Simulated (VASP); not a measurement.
Wanted: the native input for a VASP 6.6.1 run.

- Task: single point
- Functional: PBEsol
- Potentials or basis: VASP PAW PBE potentials, release 64 (Ag)
- Cutoff: 520 eV
- k mesh: 1 × 2 × 1
- Occupations: fermi-dirac, width 0.05 eV
- Spin: no spin polarisation
- Dipole correction: no
- Further INCAR settings: LREAL = Auto; ALGO = Normal; EDIFF = 1e-06; NBANDS = 120

The structure of Ag lies in POSCAR:

```
Ag
1.0
   12.2700000000      0.0000000000      0.0000000000
    0.0000000000      5.7841330000      0.0000000000
    0.0000000000      0.0000000000     15.8920670000
Ag
19
Direct
    0.0000000000      0.0000000000      0.0629244767
    0.3333333333      0.0000000000      0.0629244767
    0.6666666667      0.0000000000      0.0629244767
    0.0000000000      0.5000057917      0.0629244767
    0.3333333333      0.5000057917      0.0629244767
    0.6666666667      0.5000057917      0.0629244767
    0.1625183374      0.2508932627      0.1512578571
    0.4596658517      0.2623037887      0.1901703535
    0.8365933170      0.2603155909      0.1385471128
    0.1700570497      0.7981490052      0.1222307960
    0.4988916055      0.7565005853      0.1349226630
    0.8368133659      0.8015548743      0.1578145876
   -0.0081988590      0.0195707810      0.2439204416
    0.2390790546     -0.0548742569      0.2851926058
    0.6507497963     -0.0134505897      0.2285416995
    0.0166666667      0.5504887249      0.2325751584
    0.2667644662      0.4355536085      0.2777045931
    0.6523879381      0.5263018675      0.2644338210
    0.8369763651      0.7458161837      0.3258795725
```

These files were run (other wordings do the same):

INCAR

```
SYSTEM = Ag
PREC = Accurate
ENCUT = 520
EDIFF = 1E-6
ISMEAR = -1
SIGMA = 0.05
LREAL = Auto
LASPH = .True.
NELM = 60
ALGO = Normal
ISIF = 2
LWAVE = .False.
LCHARG = .False.
GGA = PS
NBANDS = 120
```

KPOINTS

```
Automatic mesh
0
Gamma
  1 2 1
  0 0 0
```

Potentials or basis: VASP PAW PBE potentials, release 64 (Ag).

Launch:

```bash
$ cat potpaw_PBE.64/Ag/POTCAR > POTCAR
$ mpirun -np 1 vasp_std > vasp.out
```

Results of the run:

| Property | Result |
| --- | --- |
| Largest force | 1.919 eV/Å |
| Band gap on the k mesh | zero (an odd number of electrons rules out a gap without spin polarisation) |

Caveat: the k points lie up to 0.54 Å⁻¹ apart, too coarse for converged energies and pressures of a metal; the PAW data sets were made with another functional, which shifts forces and pressure a little.

It took 5.5 min on 1 thread of Intel(R) Xeon(R) 6975P-C (Granite Rapids) (shared host), peak memory 1 GiB.
